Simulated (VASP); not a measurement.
# TiSi2 (P-1) in VASP: single point with PBEsol

Aim: the single point of TiSi2 with PBEsol.

Everything below comes from runs of VASP 6.6.1. Logs are shortened: lines on timing, memory, paths and dates and some standing lists are left out, and cuts for length are marked.

## (1) The cell of the first run

The typed cell holds 6 atoms: a = 6.075 Å, b = 5.016 Å, c = 4.738 Å, α = 75.34°, β = 51.90°, γ = 51.07°.

## (2) Single point, PBEsol (biaxial strain in the a-b plane: +3.0 %)

INCAR

```
PREC = Accurate
ENCUT = 520
EDIFF = 1E-7
ISMEAR = 0
SIGMA = 0.1
LREAL = F
LASPH = T
NELM = 80
ALGO = Normal
ISIF = 2
LWAVE = F
LCHARG = F
GGA = PS
NBANDS = 29
LUSENCCL = F
```

KPOINTS

```
Automatic mesh
0
Gamma
  10 10 10
```

POSCAR

```
TiSi2
1.0
    0.0000000000      4.2137931340      4.3754884751
    2.4523043838      0.0000000000      4.3754884751
    2.3140160809      4.1333133855      0.0775056347
Ti Si
2 4
Direct
    0.7502363816      0.7488557878      0.7522724335
    0.4997636184      0.5011442122      0.4977275665
    0.0871268949      0.4126160723      0.0879683016
    0.4141692978      0.0860044709      0.4154627626
    0.1628731051      0.8373839277      0.1620316984
    0.8358307022      0.1639955291      0.8345372374
```

Potentials or basis: VASP PAW PBE potentials, release 64 (Ti_sv, Si).

On the command line:

```
$ cat potpaw_PBE.64/Ti_sv/POTCAR potpaw_PBE.64/Si/POTCAR > POTCAR
$ mpirun -np 1 vasp_std > vasp.out
```

OUTCAR:

```text
PREC = Accurate
   ENCUT = 520
   EDIFF = 1E-7
   ISMEAR = 0
   LREAL = F
   LASPH = T
   NELM = 80
   ISIF = 2
   GGA = PS

 ion  position               nearest neighbor table
   1  0.750  0.749  0.752-   5 2.53   5 2.57   6 2.60   6 2.60   4 2.71   3 2.71   4 2.79   3 2.79
                             3 2.81   4 2.81
   2  0.500  0.501  0.498-   3 2.53   3 2.57   4 2.60   4 2.60   6 2.71   5 2.71   6 2.79   5 2.79
                             5 2.81   6 2.81
   3  0.087  0.413  0.088-   2 2.53   2 2.57   5 2.58   5 2.59   1 2.71   4 2.73   4 2.74   1 2.79
                             1 2.81   4 2.83   6 3.15
   4  0.414  0.086  0.415-   6 2.51   6 2.55   2 2.60   2 2.60   1 2.71   3 2.73   3 2.74   1 2.79
                             1 2.81   3 2.83   5 3.15
   5  0.163  0.837  0.162-   1 2.53   1 2.57   3 2.58   3 2.59   2 2.71   6 2.73   6 2.74   2 2.79
                             2 2.81   6 2.83   4 3.15
   6  0.836  0.164  0.835-   4 2.51   4 2.55   1 2.60   1 2.60   2 2.71   5 2.73   5 2.74   2 2.79
                             2 2.81   5 2.83   3 3.15

  Warning from LATTYP: Got some problem with cell dimensions!
  Tried to take original basis but could not verify dimensions!
  LATTYP: Found a triclinic cell.
 ALAT       =     7.7221270941
 B/A-ratio  =     0.6135111281
 C/A-ratio  =     1.1233882693
 COS(alpha) =     0.0322369800
 COS(beta)  =     0.5913607536
 COS(gamma) =     0.7778924294

  Lattice vectors:

 A1 = (   4.7663204647,   4.1333133855,   4.4529941098)
 A2 = (   2.3140160809,   4.1333133855,   0.0775056347)
 A3 = (   0.1382883029,   0.0804797485,   8.6734713155)

Analysis of symmetry for initial positions (statically):
=====================================================================
 Subroutine PRICEL returns:
 Original cell was already a primitive cell.

 Routine SETGRP: Setting up the symmetry group for a
 triclinic supercell.

 Subroutine GETGRP returns: Found  2 space group operations
 (whereof  1 operations were pure point group operations)
 out of a pool of  2 trial point group operations.

The static configuration has the point symmetry C_1 .
 The point group associated with its full space group is S_2 .

Analysis of symmetry for dynamics (positions and initial velocities):
=====================================================================
 Subroutine PRICEL returns:
 Original cell was already a primitive cell.

 Routine SETGRP: Setting up the symmetry group for a
 triclinic supercell.

 Subroutine GETGRP returns: Found  2 space group operations
 (whereof  1 operations were pure point group operations)
 out of a pool of  2 trial point group operations.

[... 114 lines left out ...]
   NFREE  =      0    steps in history (QN), initial steepest desc. (CG)
   ISIF   =      2    stress and relaxation
   ISYM   =      2    0-nonsym 1-usesym 2-fastsym
   POTIM  = 0.5000    time-step for ionic-motion
   TEBEG  =    0.0;   TEEND  =   0.0 temperature during run
   PSTRESS=    0.0 pullay stress
   NELECT =      40.0000    total number of electrons
   NUPDOWN=      -1.0000    fix difference up-down
   EMIN   =  10.00;   EMAX   =-10.00  energy-range for DOS
   EFERMI =   0.00;   METHOD = LEGACY
   ISMEAR =     0;   SIGMA  =   0.10  broadening in eV -4-tet -1-fermi 0-gaus
   EFERMI_NEDOS =   21; number of points for ismear=-14 and -15
   IALGO  =     38    algorithm
   IMIX   =      4    mixing-type and parameters
     AMIX     =   0.40;   BMIX     =  1.00
     AMIX_MAG =   1.60;   BMIX_MAG =  1.00
  volume/ion in A,a.u.               =      14.37        96.97
  Fermi-wavevector in a.u.,A,eV,Ry     =   1.267366  2.394974 21.853901  1.606216
  Thomas-Fermi vector in A             =   2.400518
   LORBIT       =      0    0 simple, 1 ext, 2 COOP (PROOUT), +10 PAW based schemes
   GGA     = PS    functional components
   LHFCALC =     F    Hartree Fock is set to
   AEXX    =    0.0000 exact exchange contribution
   IVDW    =     0    specifies the selected vdW correction
   LEPSILON=     F    determine dielectric tensor
   LRPA    =     F    only Hartree local field effects (RPA)
 non-spin polarized calculation
 Gauss-broadening in eV      SIGMA  =   0.10
  energy-cutoff  :      520.00
  volume of cell :       86.21
 maximum number of plane-waves:      2344
 NGX is ok and might be reduce to    48
   NGX = 23   NGY = 19   NGZ = 17

 number of electron      39.9999999 magnetization

 Free energy of the ion-electron system (eV)
  ---------------------------------------------------
  ext. energy  EPLUGINS =         0.00000000
  ---------------------------------------------------
  free energy    TOTEN  =       -43.52777451 eV

  energy without entropy =      -43.51494446  energy(sigma->0) =      -43.52135949

 E-fermi :   9.7870     XC(G=0): -11.7006

 val. band max:        9.7827948097   @ k =  -0.4000   0.4000   0.3000
 cond. band min:       9.7880768577   @ k =   0.0000   0.0000   0.4000
 fundamental gap:      0.0052820481
 Fermi energy:         9.7870448732

 k-point     1 :       0.0000    0.0000    0.0000
  band No.  band energies     occupation
      1     -46.3224      2.00000
      2     -46.2972      2.00000
      3     -22.8017      2.00000
      4     -22.7899      2.00000
      5     -22.7046      2.00000
      6     -22.6968      2.00000
[... 757 lines left out ...]
     28      13.6890      0.00000
     29      14.2389      0.00000

 [... further k-points ...]

------------------------ aborting loop because EDIFF is reached ----------------------------------------

  FORCE on cell =-STRESS in cart. coord.  units (eV):
  Direction    XX          YY          ZZ          XY          YZ          ZX
  --------------------------------------------------------------------------------------
  -------------------------------------------------------------------------------------
  Total       -1.0405537     -3.4404771     -4.3362760      2.1666338     -0.8203636     -2.2254986
  in kB      -19.3373387    -63.9367945    -80.5840543     40.2640724    -15.2453910    -41.3579985
  external PRESSURE =     -54.6193959 kB  Pullay stress =       0.0000000 kB

 VOLUME and BASIS-vectors are now :
 -----------------------------------------------------------------------------
  energy-cutoff  :      520.00
  volume of cell :       86.21
      direct lattice vectors                 reciprocal lattice vectors
     0.000000000  4.213793134  4.375488475    -0.209771503  0.115234993  0.117569405
     2.452304384  0.000000000  4.375488475     0.205983345 -0.117439591  0.113099633
     2.314016081  4.133313386  0.077505635     0.213855964  0.124457918 -0.119858599

 POSITION                                       TOTAL-FORCE (eV/Angst)
 -----------------------------------------------------------------------------------
      3.57719      6.27072      6.61757         0.072375      0.132617     -0.135788
      2.38071      4.16316      4.41804        -0.072375     -0.132617      0.135788
      1.21542      0.73074      2.19344         0.021334      0.079230     -0.096773
      1.17230      3.46246      2.22071         0.023167      0.016589     -0.011877
      2.42846      1.35604      4.38917        -0.021334     -0.079230      0.096773
      2.33330      6.97142      4.43941        -0.023167     -0.016589      0.011877
 -----------------------------------------------------------------------------------
    total drift:                                0.000000      0.000000     -0.000000

  FREE ENERGIE OF THE ION-ELECTRON SYSTEM (eV)
  ---------------------------------------------------
  free  energy   TOTEN  =       -43.5277745135 eV

  energy  without entropy=      -43.5149444615  energy(sigma->0) =      -43.52135949
```

OSZICAR:

```text
N       E                     dE             d eps       ncg     rms          rms(c)
DAV:   1     0.382843469474E+03    0.38284E+03   -0.18755E+04 29240   0.146E+03
DAV:   2    -0.184428039819E+01   -0.38469E+03   -0.37419E+03 29402   0.426E+02
DAV:   3    -0.438573031311E+02   -0.42013E+02   -0.41139E+02 48839   0.118E+02
DAV:   4    -0.472095043424E+02   -0.33522E+01   -0.33332E+01 41529   0.297E+01
DAV:   5    -0.474134782971E+02   -0.20397E+00   -0.20391E+00 44483   0.629E+00    0.185E+01
DAV:   6    -0.442974015291E+02    0.31161E+01   -0.35364E+01 41437   0.414E+01    0.716E+00
DAV:   7    -0.436320718002E+02    0.66533E+00   -0.71816E+00 40075   0.196E+01    0.514E+00
DAV:   8    -0.435473931558E+02    0.84679E-01   -0.93179E-01 39706   0.743E+00    0.140E+00
DAV:   9    -0.435272289043E+02    0.20164E-01   -0.17344E-01 40174   0.346E+00    0.511E-01
DAV:  10    -0.435282014615E+02   -0.97256E-03   -0.70070E-03 38538   0.618E-01    0.262E-01
DAV:  11    -0.435279777777E+02    0.22368E-03   -0.71271E-03 42053   0.623E-01    0.166E-01
DAV:  12    -0.435277741358E+02    0.20364E-03   -0.14856E-03 40676   0.304E-01    0.167E-02
DAV:  13    -0.435277748185E+02   -0.68268E-06   -0.32488E-05 38899   0.486E-02    0.149E-02
DAV:  14    -0.435277747474E+02    0.71047E-07   -0.29210E-06 39793   0.140E-02    0.384E-03
DAV:  15    -0.435277744788E+02    0.26863E-06   -0.98969E-07 41241   0.691E-03    0.423E-04
DAV:  16    -0.435277745135E+02   -0.34767E-07   -0.27589E-08 21892   0.134E-03
   1 F= -.43527775E+02 E0= -.43521359E+02  d E =-.128301E-01
```

It took 21 min on 1 × NVIDIA H100 80GB with 1 thread of AMD EPYC 7R13 (Zen 3), shared host; peak memory 2 GiB.

What came out:

```yaml
Free_energy: -43.5278 eV
Pressure: -5.5 GPa
Largest_force: 0.203 eV/Å
Band_gap_on_the_k_mesh: zero (bands 20 and 21 overlap by 1.72 eV)
```

Forces on the atoms (eV/Å):
```
Ti   0.072  0.133 -0.136
Ti  -0.072 -0.133  0.136
Si   0.021  0.079 -0.097
Si   0.023  0.017 -0.012
Si  -0.021 -0.079  0.097
Si  -0.023 -0.017  0.012
```

Caveat: the cell differs from its parent crystal (biaxial strain in the a-b plane: +3.0 %); the stress differs along the axes, from -8 to -2 GPa; the PAW data sets were made with another functional, which shifts forces and pressure a little.
